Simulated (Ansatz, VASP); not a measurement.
## One calculation of AlN, two programs

```
CELL_PARAMETERS angstrom
3.13021 0.00000 0.00000
-1.56510 2.71084 0.00000
0.00000 0.00000 5.01804
ATOMIC_POSITIONS crystal
Al 0.66667 0.33333 0.49923
Al 0.33333 0.66667 0.99923
N 0.66667 0.33333 0.88077
N 0.33333 0.66667 0.38077
```

Alike in both runs: functional PBE; k mesh 12 × 12 × 6; occupations gaussian, width 0.02 eV; no spin polarisation.

Ansatz relaxed the structure, and its values are those at the end. VASP's run is a single point on that final structure, the one shown.

|  | VASP | Ansatz |
| --- | --- | --- |
| version | VASP 6.6.1 | Ansatz 0.2.0 |
| potentials or method | VASP PAW PBE potentials, release 64 (Al, N), cutoff 520 eV | scalar-relativistic, plane waves, PAW |
| valence electrons in the cell | 16 | 16 |

|  | VASP | Ansatz | Ansatz less VASP |
| --- | --- | --- | --- |
| gap on the k mesh at the Fermi level (eV) | 4.04 | 4.03 | -0.009 |
| least direct gap on the mesh (eV) | 4.04 | 4.03 | -0.009 |
| pressure (GPa) | -0.3 | 0.0 | +0.27 |

The functional is the same, so the differences come from potentials, cutoffs and numerics.
